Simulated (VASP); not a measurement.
# BaTiO3 (Pm-3m) in VASP: settings compared, part 2 of 2

VASP 6.6.1. The steps go on from the part before.

## (3) Single point, PBEsol+U

This run uses another cell than the first one, of 12.86 Å³/atom, 1.028 times its volume.

Contents of INCAR:

```
PREC = Accurate ; ENCUT = 910
EDIFF = 1E-6 ; ISMEAR = -1
SIGMA = 0.05 ; LREAL = F
LASPH = T ; NELM = 200
ALGO = Normal ; ISIF = 2
LWAVE = F ; LCHARG = F
LMAXMIX = 4 ; LDAU = T
LDAUTYPE = 2 ; LDAUL = -1 2 -1
LDAUU = 0 5 0 ; LDAUJ = 0 0 0
LDAUPRINT = 1 ; GGA = PS
NBANDS = 28 ; GGA_COMPAT = F
```

Contents of KPOINTS:

```
Automatic mesh
0
Gamma
  7 7 7
```

Contents of POSCAR:

```
BaTiO3
1.0
    4.0060000000      0.0000000000      0.0000000000
    0.0000000000      4.0060000000      0.0000000000
    0.0000000000      0.0000000000      4.0060000000
Ba Ti O
1 1 3
Direct
    0.5000000000      0.5000000000      0.5000000000
    0.0000000000      0.0000000000      0.0000000000
    0.0000000000      0.0000000000      0.5000000000
    0.0000000000      0.5000000000      0.0000000000
    0.5000000000      0.0000000000      0.0000000000
```

Potentials or basis: VASP PAW PBE potentials, release 64 (Ba_sv, Ti_sv, O_h).

Run with:

```bash
cat potpaw_PBE.64/Ba_sv/POTCAR potpaw_PBE.64/Ti_sv/POTCAR potpaw_PBE.64/O_h/POTCAR > POTCAR
mpirun -np 1 vasp_std > vasp.out
```

OUTCAR:

```text
PREC = Accurate
   ENCUT = 910
   EDIFF = 1E-6
   ISMEAR = -1
   LREAL = F
   LASPH = T
   NELM = 200
   ISIF = 2
   GGA = PS

 ion  position               nearest neighbor table
   1  0.500  0.500  0.500-   3 2.83   4 2.83   5 2.83   4 2.83   5 2.83   3 2.83   5 2.83   5 2.83
                             3 2.83   4 2.83   4 2.83   3 2.83   2 3.47   2 3.47   2 3.47   2 3.47
   2  0.000  0.000  0.000-   3 2.00   4 2.00   5 2.00   3 2.00   4 2.00   5 2.00   1 3.47   1 3.47
                             1 3.47   1 3.47   1 3.47   1 3.47   1 3.47   1 3.47
   3  0.000  0.000  0.500-   2 2.00   2 2.00   1 2.83   1 2.83   1 2.83   1 2.83
   4  0.000  0.500  0.000-   2 2.00   2 2.00   1 2.83   1 2.83   1 2.83   1 2.83
   5  0.500  0.000  0.000-   2 2.00   2 2.00   1 2.83   1 2.83   1 2.83   1 2.83

  LATTYP: Found a simple cubic cell.
 ALAT       =     4.0060000000

  Lattice vectors:

 A1 = (   4.0060000000,   0.0000000000,   0.0000000000)
 A2 = (   0.0000000000,   4.0060000000,   0.0000000000)
 A3 = (   0.0000000000,   0.0000000000,   4.0060000000)

Analysis of symmetry for initial positions (statically):
=====================================================================
 Subroutine PRICEL returns:
 Original cell was already a primitive cell.
[... 212 lines left out ...]
 fundamental gap:      2.3544354864
 Fermi energy:         5.3983353757

 k-point     1 :       0.0000    0.0000    0.0000
  band No.  band energies     occupation
      1     -53.5483      2.00000
      2     -29.8083      2.00000
      3     -29.8083      2.00000
      4     -29.8083      2.00000
      5     -20.5679      2.00000
      6     -12.6845      2.00000
[... 609 lines left out ...]
     27      11.7434      0.00000
     28      11.7434      0.00000

------------------------ aborting loop because EDIFF is reached ----------------------------------------

  FORCE on cell =-STRESS in cart. coord.  units (eV):
  Direction    XX          YY          ZZ          XY          YZ          ZX
  --------------------------------------------------------------------------------------
  -------------------------------------------------------------------------------------
  Total        0.3672816      0.3672816      0.3672816      0.0000000     -0.0000000     -0.0000000
  in kB        9.1532831      9.1532831      9.1532831      0.0000000     -0.0000000     -0.0000000
  external PRESSURE =       9.1532831 kB  Pullay stress =       0.0000000 kB

 VOLUME and BASIS-vectors are now :
 -----------------------------------------------------------------------------
  energy-cutoff  :      910.00
  volume of cell :       64.29
      direct lattice vectors                 reciprocal lattice vectors
     4.006000000  0.000000000  0.000000000     0.249625562  0.000000000  0.000000000
     0.000000000  4.006000000  0.000000000     0.000000000  0.249625562  0.000000000
     0.000000000  0.000000000  4.006000000     0.000000000  0.000000000  0.249625562

 POSITION                                       TOTAL-FORCE (eV/Angst)
 -----------------------------------------------------------------------------------
      2.00300      2.00300      2.00300         0.000000      0.000000      0.000000
      0.00000      0.00000      0.00000         0.000000      0.000000      0.000000
      0.00000      0.00000      2.00300         0.000000      0.000000      0.000000
      0.00000      2.00300      0.00000         0.000000      0.000000      0.000000
      2.00300      0.00000      0.00000         0.000000      0.000000      0.000000
 -----------------------------------------------------------------------------------
    total drift:                                0.000000      0.000000     -0.000000

  FREE ENERGIE OF THE ION-ELECTRON SYSTEM (eV)
  ---------------------------------------------------
  free  energy   TOTEN  =       -38.6715091828 eV

  energy  without entropy=      -38.6715091828  energy(sigma->0) =      -38.67150918
```

stdout:

```text
POSCAR found type information on POSCAR BaTiO
 POSCAR found :  3 types and       5 ions
 scaLAPACK will be used
 -----------------------------------------------------------------------------
|                                                                             |
|                                                                             |
|     You enforced a specific xc type in the INCAR file but a different       |
|     I HOPE YOU KNOW WHAT YOU ARE DOING!                                     |
|                                                                             |
 -----------------------------------------------------------------------------

 LDA part: xc-table for (Slater+PW92), standard interpolation
 POSCAR, INCAR and KPOINTS ok, starting setup
 FFT: planning ... GRIDC
 FFT: planning ... GRID_SOFT
 FFT: planning ... GRID
 WAVECAR not read
 entering main loop
```

Wall time 79 s (1 thread of Intel Xeon Platinum 8488C (Sapphire Rapids), shared host); peak memory 0.29 GiB.

What came out:

* Free energy: -38.6715 eV
* Pressure: 0.9 GPa
* Band gap on the k mesh: 2.35 eV, indirect (least direct gap 2.49 eV)

Eigenvalues of the final occupation matrices:
```
    site  spin  trace               eigenvalues
site 2 d     1   0.77  0.10 0.10 0.10 0.24 0.24
site 2 d     2   0.77  0.10 0.10 0.10 0.24 0.24
```

Caveat: the cutoff is under 1.25 times the usual one of these potentials, so pressure, stress and relaxed cells hold a basis-set (Pulay) error; the PAW data sets were made with another functional, which shifts forces and pressure a little; spin-orbit coupling is left out, which moves the levels of the heavy elements. A k mesh can miss the band edges.

## (4) Single point, PBEsol+D3(BJ)

This run uses another cell than the first one, of 12.27 Å³/atom, 0.980 times its volume.

Contents of INCAR:

```
  PREC = Accurate
  ENCUT = 520
  EDIFF = 1E-7
  ISMEAR = -1
  SIGMA = 0.05
  LREAL = False
  LASPH = True
  NELM = 60
  ALGO = Normal
  ISIF = 2
  LWAVE = False
  LCHARG = False
  GGA = PS
  IVDW = 12
  NBANDS = 28
```

Contents of KPOINTS:

```
regular mesh
0
Gamma
  7 7 7
```

Edit POSCAR of step 3 so:

```diff
@@ -2,5 +2,5 @@
 1.0
-    4.0060000000      0.0000000000      0.0000000000
-    0.0000000000      4.0060000000      0.0000000000
-    0.0000000000      0.0000000000      4.0060000000
+    3.9435516785      0.0000000000      0.0000000000
+    0.0000000000      3.9435516785      0.0000000000
+    0.0000000000      0.0000000000      3.9435516785
 Ba Ti O
```

Potentials or basis: VASP PAW PBE potentials, release 64 (Ba_sv, Ti_sv, O).

Run with:

```bash
cat potpaw_PBE.64/Ba_sv/POTCAR potpaw_PBE.64/Ti_sv/POTCAR potpaw_PBE.64/O/POTCAR > POTCAR
mpirun -np 1 vasp_std > vasp.out
```

OUTCAR:

```text
PREC = Accurate
   ENCUT = 520
   EDIFF = 1E-7
   ISMEAR = -1
   LREAL = False
   LASPH = True
   NELM = 60
   ISIF = 2
   GGA = PS
   IVDW = 12
 IVDW          = 12

 ion  position               nearest neighbor table
   1  0.500  0.500  0.500-   3 2.79   4 2.79   5 2.79   4 2.79   5 2.79   3 2.79   5 2.79   5 2.79
                             3 2.79   4 2.79   4 2.79   3 2.79   2 3.42   2 3.42   2 3.42   2 3.42
   2  0.000  0.000  0.000-   3 1.97   4 1.97   5 1.97   3 1.97   4 1.97   5 1.97   1 3.42   1 3.42
                             1 3.42   1 3.42   1 3.42   1 3.42   1 3.42   1 3.42
   3  0.000  0.000  0.500-   2 1.97   2 1.97   1 2.79   1 2.79   1 2.79   1 2.79
   4  0.000  0.500  0.000-   2 1.97   2 1.97   1 2.79   1 2.79   1 2.79   1 2.79
   5  0.500  0.000  0.000-   2 1.97   2 1.97   1 2.79   1 2.79   1 2.79   1 2.79

  LATTYP: Found a simple cubic cell.
 ALAT       =     3.9435516785

  Lattice vectors:

 A1 = (   3.9435516785,   0.0000000000,   0.0000000000)
 A2 = (   0.0000000000,   3.9435516785,   0.0000000000)
 A3 = (   0.0000000000,   0.0000000000,   3.9435516785)

Analysis of symmetry for initial positions (statically):
=====================================================================
 Subroutine PRICEL returns:
 Original cell was already a primitive cell.

 Routine SETGRP: Setting up the symmetry group for a
 simple cubic supercell.

 Subroutine GETGRP returns: Found 48 space group operations
 (whereof 48 operations were pure point group operations)
 out of a pool of 48 trial point group operations.

The static configuration has the point symmetry O_h .

Analysis of symmetry for dynamics (positions and initial velocities):
=====================================================================
 Subroutine PRICEL returns:
 Original cell was already a primitive cell.

 Routine SETGRP: Setting up the symmetry group for a
 simple cubic supercell.

[... 123 lines left out ...]
   IMIX   =      4    mixing-type and parameters
     AMIX     =   0.40;   BMIX     =  1.00
     AMIX_MAG =   1.60;   BMIX_MAG =  1.00
  volume/ion in A,a.u.               =      12.27        82.77
  Fermi-wavevector in a.u.,A,eV,Ry     =   1.419735  2.682910 27.424549  2.015647
  Thomas-Fermi vector in A             =   2.540724
   LORBIT       =      0    0 simple, 1 ext, 2 COOP (PROOUT), +10 PAW based schemes
   GGA     = PS    functional components
   LHFCALC =     F    Hartree Fock is set to
   AEXX    =    0.0000 exact exchange contribution
   IVDW    =    12    specifies the selected vdW correction
   LEPSILON=     F    determine dielectric tensor
   LRPA    =     F    only Hartree local field effects (RPA)
 non-spin polarized calculation
  energy-cutoff  :      520.00
  volume of cell :       61.33
 maximum number of plane-waves:      1675
 NGX is ok and might be reduce to    30
   NGX = 15   NGY = 15   NGZ = 15

 number of electron      39.9999987 magnetization

 Free energy of the ion-electron system (eV)
  ---------------------------------------------------
  ext. energy  EPLUGINS =         0.00000000
  ---------------------------------------------------
  free energy    TOTEN  =       -41.94516561 eV

  energy without entropy =      -41.94516560  energy(sigma->0) =      -41.94516561

 E-fermi :   4.9360     XC(G=0): -11.7540

 val. band max:        3.9764433103   @ k =   0.4286   0.4286   0.4286
 cond. band min:       5.8242912375   @ k =   0.0000   0.0000   0.0000
 fundamental gap:      1.8478479273
 Fermi energy:         4.9360439531

 k-point     1 :       0.0000    0.0000    0.0000
  band No.  band energies     occupation
      1     -52.1372      2.00000
      2     -28.4884      2.00000
      3     -28.4884      2.00000
      4     -28.4884      2.00000
      5     -20.6257      2.00000
      6     -12.8708      2.00000
[... 609 lines left out ...]
     27      12.1105      0.00000
     28      12.1105      0.00000

------------------------ aborting loop because EDIFF is reached ----------------------------------------

 Edisp (eV)   -1.38361

 E8    (eV) :    -0.9583

  FORCE on cell =-STRESS in cart. coord.  units (eV):
  Direction    XX          YY          ZZ          XY          YZ          ZX
  --------------------------------------------------------------------------------------
  -------------------------------------------------------------------------------------
  Total       0.82079     0.82079     0.82079    -0.00000    -0.00000     0.00000
  in kB      21.44279    21.44279    21.44279    -0.00000    -0.00000     0.00000
  external pressure =       21.44 kB  Pullay stress =        0.00 kB

 VOLUME and BASIS-vectors are now :
 -----------------------------------------------------------------------------
  energy-cutoff  :      520.00
  volume of cell :       61.33
      direct lattice vectors                 reciprocal lattice vectors
     3.943551678  0.000000000  0.000000000     0.253578520  0.000000000  0.000000000
     0.000000000  3.943551678  0.000000000     0.000000000  0.253578520  0.000000000
     0.000000000  0.000000000  3.943551678     0.000000000  0.000000000  0.253578520

 POSITION                                       TOTAL-FORCE (eV/Angst)
 -----------------------------------------------------------------------------------
      1.97178      1.97178      1.97178         0.000000      0.000000      0.000000
      0.00000      0.00000      0.00000         0.000000      0.000000      0.000000
      0.00000      0.00000      1.97178         0.000000      0.000000      0.000000
      0.00000      1.97178      0.00000         0.000000      0.000000      0.000000
      1.97178      0.00000      0.00000         0.000000      0.000000      0.000000
 -----------------------------------------------------------------------------------
    total drift:                                0.000000     -0.000000      0.000000

  FREE ENERGIE OF THE ION-ELECTRON SYSTEM (eV)
  ---------------------------------------------------
  free  energy   TOTEN  =       -43.3287767595 eV

  energy  without entropy=      -43.3287767580  energy(sigma->0) =      -43.32877676
```

OSZICAR:

```text
N       E                     dE             d eps       ncg     rms          rms(c)
DAV:   1     0.417598218788E+03    0.41760E+03   -0.20514E+04  1120   0.152E+03
DAV:   2    -0.101242673367E+02   -0.42772E+03   -0.40815E+03  1288   0.415E+02
DAV:   3    -0.499655954500E+02   -0.39841E+02   -0.39351E+02  1256   0.130E+02
DAV:   4    -0.520852584374E+02   -0.21197E+01   -0.21160E+01  1780   0.269E+01
DAV:   5    -0.521163193818E+02   -0.31061E-01   -0.31043E-01  1356   0.328E+00    0.237E+01
DAV:   6    -0.421170309895E+02    0.99993E+01   -0.51570E+01  1600   0.667E+01    0.982E+00
DAV:   7    -0.420637506588E+02    0.53280E-01   -0.78278E+00  1488   0.202E+01    0.697E+00
DAV:   8    -0.419548961468E+02    0.10885E+00   -0.10315E+00  1356   0.960E+00    0.235E+00
DAV:   9    -0.419594946847E+02   -0.45985E-02   -0.18810E-01  1372   0.299E+00    0.103E+00
DAV:  10    -0.419490158091E+02    0.10479E-01   -0.89158E-02  1424   0.232E+00    0.580E-01
DAV:  11    -0.419457640787E+02    0.32517E-02   -0.26204E-02  1684   0.121E+00    0.187E-01
DAV:  12    -0.419453050416E+02    0.45904E-03   -0.15863E-03  1296   0.363E-01    0.920E-02
DAV:  13    -0.419452688650E+02    0.36177E-04   -0.11912E-04  1504   0.623E-02    0.691E-02
DAV:  14    -0.419451702536E+02    0.98611E-04   -0.37132E-04  1556   0.180E-01    0.590E-02
DAV:  15    -0.419451712259E+02   -0.97232E-06   -0.42233E-05  1648   0.514E-02    0.283E-02
DAV:  16    -0.419451669589E+02    0.42670E-05   -0.88245E-06  1416   0.216E-02    0.115E-02
DAV:  17    -0.419451656015E+02    0.13574E-05   -0.10496E-05  1260   0.186E-02    0.877E-03
DAV:  18    -0.419451656062E+02   -0.47071E-08   -0.57080E-07  1276   0.512E-03
   1 F= -.43328777E+02 E0= -.43328777E+02  d E =-.153293E-08
```

stdout:

```text
POSCAR found type information on POSCAR BaTiO
 POSCAR found :  3 types and       5 ions
 scaLAPACK will be used
 -----------------------------------------------------------------------------
|                                                                             |
|                                                                             |
|     You enforced a specific xc type in the INCAR file but a different       |
|     I HOPE YOU KNOW WHAT YOU ARE DOING!                                     |
|                                                                             |
 -----------------------------------------------------------------------------

 LDA part: xc-table for (Slater+PW92), standard interpolation
 POSCAR, INCAR and KPOINTS ok, starting setup
 FFT: planning ... GRIDC
 FFT: planning ... GRID_SOFT
 FFT: planning ... GRID
 WAVECAR not read
 entering main loop
```

Run time: 21 s. Hardware: 1 thread of AMD EPYC 9R45 (Zen 5), shared host; peak memory 0.17 GiB.

What came out:

* Free energy: -43.3288 eV
* Pressure: 2.1 GPa
* Band gap on the k mesh: 1.85 eV, indirect (least direct gap 1.88 eV)
* Dispersion energy per atom: -0.277 eV

Caveat: the PAW data sets were made with another functional, which shifts forces and pressure a little; spin-orbit coupling is left out, which moves the levels of the heavy elements.

## (5) Summary

| level | potentials or basis | U | cell | cutoff (eV) | second run | gap on the mesh (eV) | pressure (GPa) |
| --- | --- | --- | --- | --- | --- | --- | --- |
| PBEsol | VASP PAW PBE potentials, release 64 (Ba_sv, Ti_sv, O_h) | - | a = 3.970 Å, 5 atoms | 910 | hard_potentials | 1.81 | 1.7 |
| PBEsol+U | VASP PAW PBE potentials, release 64 (Ba_sv, Ti_sv, O_h) | Ti d U = 5.0 eV | a = 4.006 Å, 5 atoms | 910 | hard_potentials | 2.35 | 0.9 |
| PBEsol+D3(BJ) | VASP PAW PBE potentials, release 64 (Ba_sv, Ti_sv, O) | - | a = 3.944 Å, 5 atoms | 520 | - | 1.85 | 2.1 |

Alike in all rows: task single point; no spin polarisation; k mesh 7 × 7 × 7; smearing fermi-dirac 0.05 eV.

Caveats: the PAW data sets were made with another functional, which shifts forces and pressure a little; spin-orbit coupling is left out, which moves the levels of the heavy elements; the cutoff is under 1.25 times the usual one of these potentials, so pressure, stress and relaxed cells hold a basis-set (Pulay) error (some runs).

Total energies depend on the potentials used, so only differences within one code and one set of settings carry meaning.
